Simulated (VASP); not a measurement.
# HfN (Fm-3m) in VASP: single point with PBEsol

Aim: the single point of HfN with PBEsol.

All numbers are computed with VASP 6.6.1; they aren't measurements. Logs are shortened: lines on timing, memory, paths and dates and some standing lists are left out, and cuts for length are marked.

### Step 1. The cell of the first run

It takes space group Fm-3m (No. 225, cubic). The conventional cell has a = 4.502 Å, b = 4.502 Å, c = 4.502 Å, α = 90.00°, β = 90.00°, γ = 90.00°. Hf (site symmetry m-3m) has 6 N at 2.25 Å within 3.0 Å. Within 3.0 Å of N (site symmetry m-3m) lie 6 Hf at 2.25 Å.

### Step 2. Single point, PBEsol

Contents of INCAR:

```
ALGO = Normal
EDIFF = 1E-6
ENCUT = 520
GGA = PS
ISIF = 2
ISMEAR = 0
ISYM = 0
LASPH = True
LCHARG = False
LREAL = False
LWAVE = False
NBANDS = 14
NELM = 60
PREC = Accurate
SIGMA = 0.1
```

Contents of KPOINTS:

```
k-points
0
Gamma
  12 12 13
```

Contents of POSCAR:

```
HfN
1.0
    3.1830776067      0.0000000000      0.0000000000
   -1.5915388034      2.7566260697      0.0000000000
    1.5915388034      0.9188753566      2.5989719827
Hf N
1 1
Direct
    0.0000000000      0.5000000000      0.5000000000
    0.0000000000      0.0000000000      0.0000000000
```

Potentials or basis: VASP PAW PBE potentials, release 64 (Hf_pv, N).

Run with:

```
$ cat potpaw_PBE.64/Hf_pv/POTCAR potpaw_PBE.64/N/POTCAR > POTCAR
$ mpirun -np 1 vasp_std > vasp.out
```

OUTCAR:

```text
EDIFF = 1E-6
   ENCUT = 520
   GGA = PS
   ISIF = 2
   ISMEAR = 0
   ISYM = 0
   LASPH = True
   LREAL = False
   NELM = 60
   PREC = Accurate

 ion  position               nearest neighbor table
   1  0.000  0.500  0.500-   2 2.25   2 2.25   2 2.25   2 2.25   2 2.25   2 2.25
   2  0.000  0.000  0.000-   1 2.25   1 2.25   1 2.25   1 2.25   1 2.25   1 2.25

IMPORTANT INFORMATION: All symmetrisations will be switched off!
NOSYMM: (Re-)initialisation of all symmetry stuff for point group C_1.

----------------------------------------------------------------------------------------

                                     Primitive cell

  volume of cell :      22.8048

  direct lattice vectors                    reciprocal lattice vectors
     3.183077607  0.000000000  0.000000000     0.314161363  0.181381148 -0.256511679
    -1.591538803  2.756626070  0.000000000     0.000000000  0.362762295 -0.128255839
     1.591538803  0.918875357  2.598971983     0.000000000  0.000000000  0.384767518

  length of vectors
     3.183077607  3.183077607  3.183077607     0.444291261  0.384767518  0.384767518

  position of ions in fractional coordinates (direct lattice)
     1.000000000  0.500000000  0.500000000
     0.000000000  0.000000000  0.000000000

  ion indices of the primitive-cell ions
   primitive index   ion index
                 1           1
                 2           2

----------------------------------------------------------------------------------------

 KPOINTS: k-points

Automatic generation of k-mesh.
 Grid dimensions read from file:
 generate k-points for:   12   12   13

 Generating k-lattice:

  Cartesian coordinates                     Fractional coordinates (reciprocal lattice)
     0.026180114  0.015115096 -0.021375973     0.083333333  0.000000000 -0.000000000
     0.000000000  0.030230191 -0.010687987     0.000000000  0.083333333  0.000000000
     0.000000000  0.000000000  0.029597501     0.000000000  0.000000000  0.076923077

  Length of vectors
     0.037024272  0.032063960  0.029597501

  Shift w.r.t. Gamma in fractional coordinates (k-lattice)
     0.000000000  0.000000000  0.000000000

 -----------------------------------------------------------------------------
|                                                                             |
|           W    W    AA    RRRRR   N    N  II  N    N   GGGG   !!!           |
|           W    W   A  A   R    R  NN   N  II  NN   N  G    G  !!!           |
|           W    W  A    A  R    R  N N  N  II  N N  N  G       !!!           |
|           W WW W  AAAAAA  RRRRR   N  N N  II  N  N N  G  GGG   !            |
|           WW  WW  A    A  R   R   N   NN  II  N   NN  G    G                |
|           W    W  A    A  R    R  N    N  II  N    N   GGGG   !!!           |
|                                                                             |
|     Your reciprocal lattice and k-lattice belong to different lattice       |
|     classes:                                                                |
|                                                                             |
|        The reciprocal lattice is body-centered cubic,                       |
|        whereas your k-lattice is base-centered monoclinic.                  |
|                                                                             |
|     Results are often still useful ...                                      |
|                                                                             |
 -----------------------------------------------------------------------------

 WARNING: IBZKPT: internal override: KBLOWUP is changed to .FALSE.
      ... skipping the blow-up phase ...

 Subroutine IBZKPT returns following result:
 ===========================================

 Found    938 irreducible k-points:

 Following reciprocal coordinates:
            Coordinates               Weight
  0.000000  0.000000  0.000000      1.000000
  0.083333  0.000000 -0.000000      2.000000
  0.166667  0.000000  0.000000      2.000000
  0.250000  0.000000  0.000000      2.000000
  0.333333  0.000000  0.000000      2.000000
  0.416667  0.000000 -0.000000      2.000000
[... 16 lines left out ...]
  0.250000  0.166667 -0.000000      2.000000
  0.333333  0.166667  0.000000      2.000000
 [... further k-points ...]
   k-points           NKPTS =    938   k-points in BZ     NKDIM =    938   number of bands    NBANDS=     14
   number of dos      NEDOS =    301   number of ions     NIONS =      2
   total plane-waves  NPLWV =  13824
   dimension x,y,z NGX =    24 NGY =   24 NGZ =   24
   dimension x,y,z NGXF=    48 NGYF=   48 NGZF=   48
   ions per type =               1   1
   NGX,Y,Z   is equivalent  to a cutoff of  12.53, 12.53, 12.53 a.u.
   NGXF,Y,Z  is equivalent  to a cutoff of  25.07, 25.07, 25.07 a.u.
 SYSTEM =  unknown system
   PREC   = accura    normal or accurate (medium, high low for compatibility)
   ISTART =      0    job   : 0-new  1-cont  2-samecut
   ICHARG =      2    charge: 1-file 2-atom 10-const
   ISPIN  =      1    spin polarized calculation?
   LNONCOLLINEAR =      F non collinear calculations
   LSORBIT =      F    spin-orbit coupling
   LASPH  =      T    aspherical Exc in radial PAW
   ENCUT  =  520.0 eV  38.22 Ry    6.18 a.u.   5.92  5.92  5.92*2*pi/ulx,y,z
   NELM   =     60;   NELMIN=  2; NELMDL= -5     # of ELM steps
   EDIFF  = 0.1E-05   stopping-criterion for ELM
   LREAL  =      F    real-space projection
   EDIFFG = 0.1E-04   stopping-criterion for IOM
   NSW    =      0    number of steps for IOM
   IBRION =     -1    ionic relax: 0-MD 1-quasi-New 2-CG
   NFREE  =      0    steps in history (QN), initial steepest desc. (CG)
   ISIF   =      2    stress and relaxation
   ISYM   =      0    0-nonsym 1-usesym 2-fastsym
   POTIM  = 0.5000    time-step for ionic-motion
   TEBEG  =    0.0;   TEEND  =   0.0 temperature during run
   PSTRESS=    0.0 pullay stress
   NELECT =      15.0000    total number of electrons
   NUPDOWN=      -1.0000    fix difference up-down
   EMIN   =  10.00;   EMAX   =-10.00  energy-range for DOS
   EFERMI =   0.00;   METHOD = LEGACY
   ISMEAR =     0;   SIGMA  =   0.10  broadening in eV -4-tet -1-fermi 0-gaus
   EFERMI_NEDOS =   21; number of points for ismear=-14 and -15
   IALGO  =     38    algorithm
   IMIX   =      4    mixing-type and parameters
     AMIX     =   0.40;   BMIX     =  1.00
     AMIX_MAG =   1.60;   BMIX_MAG =  1.00
  volume/ion in A,a.u.               =      11.40        76.95
  Fermi-wavevector in a.u.,A,eV,Ry     =   1.423737  2.690472 27.579367  2.027026
  Thomas-Fermi vector in A             =   2.544302
   LORBIT       =      0    0 simple, 1 ext, 2 COOP (PROOUT), +10 PAW based schemes
   GGA     = PS    functional components
   LHFCALC =     F    Hartree Fock is set to
   AEXX    =    0.0000 exact exchange contribution
   IVDW    =     0    specifies the selected vdW correction
   LEPSILON=     F    determine dielectric tensor
   LRPA    =     F    only Hartree local field effects (RPA)
 non-spin polarized calculation
 Gauss-broadening in eV      SIGMA  =   0.10
  energy-cutoff  :      520.00
  volume of cell :       22.80
 maximum number of plane-waves:       636
   NGX = 11   NGY = 11   NGZ = 11

 number of electron      15.0000001 magnetization

 Free energy of the ion-electron system (eV)
  ---------------------------------------------------
  ext. energy  EPLUGINS =         0.00000000
  ---------------------------------------------------
  free energy    TOTEN  =       -22.99395589 eV

  energy without entropy =      -22.99073495  energy(sigma->0) =      -22.99234542

 E-fermi :   8.2741     XC(G=0): -12.9511

 val. band max:        8.2737708275   @ k =  -0.3333   0.2500   0.3846
 cond. band min:       8.2792525099   @ k =  -0.2500  -0.1667   0.2308
 fundamental gap:      0.0054816824
 Fermi energy:         8.2740616192

 k-point     1 :       0.0000    0.0000    0.0000
  band No.  band energies     occupation
      1     -22.7230      2.00000
      2     -22.7213      2.00000
      3     -22.7144      2.00000
      4      -9.2084      2.00000
      5       5.2965      2.00000
      6       5.2968      2.00000
      7       5.3013      2.00000
      8       7.9149      2.00000
      9       7.9210      2.00000
     10       7.9217      2.00000
     11      10.2127      0.00000
     12      10.2646      0.00000
     13      10.2697      0.00000
     14      17.8611      0.00000

 k-point     2 :       0.0833    0.0000   -0.0000
  band No.  band energies     occupation
      1     -22.7860      2.00000
      2     -22.7451      2.00000
      3     -22.7433      2.00000
      4      -8.9937      2.00000
      5       4.1121      2.00000
      6       5.0213      2.00000
      7       5.0215      2.00000
      8       7.5443      2.00000
      9       8.5579      0.00006
     10       8.5586      0.00006
     11      10.3841      0.00000
     12      10.3848      0.00000
     13      11.8036      0.00000
     14      18.5842      0.00000

 k-point     3 :       0.1667    0.0000    0.0000
  band No.  band energies     occupation
      1     -22.9681      2.00000
      2     -22.8050      2.00000
      3     -22.8033      2.00000
      4      -8.4772      2.00000
      5       2.4106      2.00000
      6       4.6344      2.00000
      7       4.6346      2.00000
      8       6.7000      2.00000
      9       9.9592      0.00000
     10       9.9598      0.00000
     11      10.7253      0.00000
     12      10.8471      0.00000
     13      14.4966      0.00000
     14      20.4643      0.00000

 k-point     4 :       0.2500    0.0000    0.0000
  band No.  band energies     occupation
      1     -23.1885      2.00000
      2     -22.8864      2.00000
      3     -22.8847      2.00000
      4      -8.0011      2.00000
      5       1.4794      2.00000
      6       4.4496      2.00000
      7       4.4498      2.00000
      8       5.7883      2.00000
      9      11.2322      0.00000
     10      11.5733      0.00000
     11      11.5741      0.00000
     12      11.5892      0.00000
     13      16.7192      0.00000
     14      20.5974      0.00000

 k-point     5 :       0.3333    0.0000    0.0000
  band No.  band energies     occupation
      1     -23.3810      2.00000
      2     -22.9672      2.00000
      3     -22.9655      2.00000
      4      -7.8737      2.00000
      5       1.6319      2.00000
      6       4.4669      2.00000
      7       4.4672      2.00000
      8       5.0415      2.00000
      9      11.7981      0.00000
     10      12.5474      0.00000
     11      12.9551      0.00000
[... 276 lines left out ...]
 k-point    22 :       0.1667    0.1667   -0.0000
  band No.  band energies     occupation
      1     -23.3331      2.00000
      2     -22.8683      2.00000
      3     -22.8612      2.00000
      4      -7.6455      2.00000
      5       1.1615      2.00000
      6       3.1869      2.00000
      7       3.6626      2.00000
      8       7.1842      2.00000
      9      11.4539      0.00000
     10      11.5313      0.00000
     11      12.7223      0.00000
     12      12.8354      0.00000
     13      16.6768      0.00000
     14      20.5789      0.00000

 k-point    23 :       0.2500    0.1667   -0.0000
  band No.  band energies     occupation
      1     -23.4412      2.00000
      2     -22.9904      2.00000
      3     -22.9387      2.00000
      4      -7.5477      2.00000
      5       1.3299      2.00000
      6       3.0923      2.00000
      7       3.7140      2.00000
      8       6.6417      2.00000
      9      12.6966      0.00000
     10      12.7598      0.00000
     11      13.2830      0.00000
     12      13.5026      0.00000
     13      17.5672      0.00000
     14      19.6444      0.00000

 k-point    24 :       0.3333    0.1667    0.0000
  band No.  band energies     occupation
      1     -23.4814      2.00000
      2     -23.1120      2.00000
      3     -22.9900      2.00000
      4      -7.6996      2.00000
      5       2.1578      2.00000
      6       3.0404      2.00000
      7       3.8444      2.00000
      8       6.3407      2.00000
      9      12.9520      0.00000
     10      13.3356      0.00000
     11      13.6228      0.00000
     12      14.4503      0.00000
     13      17.0824      0.00000
     14      18.5246      0.00000

 [... further k-points ...]
[... 5 lines left out ...]
  --------------------------------------------------------------------------------------
  -------------------------------------------------------------------------------------
  Total       -0.3142216     -0.3263410     -0.2969222      0.0104942     -0.0318834     -0.0552231
  in kB      -22.0759741    -22.9274379    -20.8605873      0.7372807     -2.2400014     -3.8797594
  external PRESSURE =     -21.9546664 kB  Pullay stress =       0.0000000 kB

 VOLUME and BASIS-vectors are now :
 -----------------------------------------------------------------------------
  energy-cutoff  :      520.00
  volume of cell :       22.80
      direct lattice vectors                 reciprocal lattice vectors
     3.183077607  0.000000000  0.000000000     0.314161363  0.181381148 -0.256511679
    -1.591538803  2.756626070  0.000000000     0.000000000  0.362762295 -0.128255839
     1.591538803  0.918875357  2.598971983     0.000000000  0.000000000  0.384767518

 POSITION                                       TOTAL-FORCE (eV/Angst)
 -----------------------------------------------------------------------------------
      0.00000      1.83775      1.29949        -0.000000      0.000000     -0.000000
      0.00000      0.00000      0.00000         0.000000     -0.000000      0.000000
 -----------------------------------------------------------------------------------
    total drift:                               -0.000000     -0.000000      0.000000

  FREE ENERGIE OF THE ION-ELECTRON SYSTEM (eV)
  ---------------------------------------------------
  free  energy   TOTEN  =       -22.9939558905 eV

  energy  without entropy=      -22.9907349518  energy(sigma->0) =      -22.99234542
```

It took 1.9 min on 1 thread of AMD EPYC 9R45 (Zen 5), shared host; peak memory 0.38 GiB.

Results:

* Free energy: -22.9940 eV
* Pressure: -2.2 GPa
* Band gap on the k mesh: zero (an odd number of electrons rules out a gap without spin polarisation)

Caveat: the PAW data sets were made with another functional, which shifts forces and pressure a little; spin-orbit coupling is left out, which moves the levels of the heavy elements.
